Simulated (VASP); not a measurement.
Cu, 2 atoms in the cell. It takes space group I4_1/amd (No. 141, tetragonal). The conventional cell has a = 4.417 Å, b = 4.417 Å, c = 2.409 Å, α = 90.00°, β = 90.00°, γ = 90.00°. Within 3.0 Å of Cu (site symmetry -4m2) lie 10 Cu at 2.29 to 2.85 Å. 

* Program: VASP 6.6.1
* Task: relaxation of cell and atoms
* Functional: PBE
* Potentials or basis: VASP PAW PBE potentials, release 64 (Cu)
* Cutoff: 600 eV
* k mesh: 8 × 8 × 8
* Occupations: gaussian, width 0.1 eV
* Spin: no spin polarisation
* Dipole correction: no
* Further INCAR settings: ALGO = Normal; EDIFF = 1e-07; IBRION = 2; EDIFFG = -0.04; NSW = 90; ISIF = 3

Potentials or basis: VASP PAW PBE potentials, release 64 (Cu).

Launch:

```sh
$ cat potpaw_PBE.64/Cu/POTCAR > POTCAR
$ mpirun -np 1 vasp_std > vasp.out
```

Hardware: 1 thread of AMD EPYC 9R45 96-Core Processor (Zen 5) (shared host).

Q: How long does it take, and how much memory?

A: Run time: 69 s on 1 thread of AMD EPYC 9R45 96-Core Processor (Zen 5), on a shared host, peak memory 0.14 GiB. Counts: scf iterations 46, k points 59, ion steps 5.
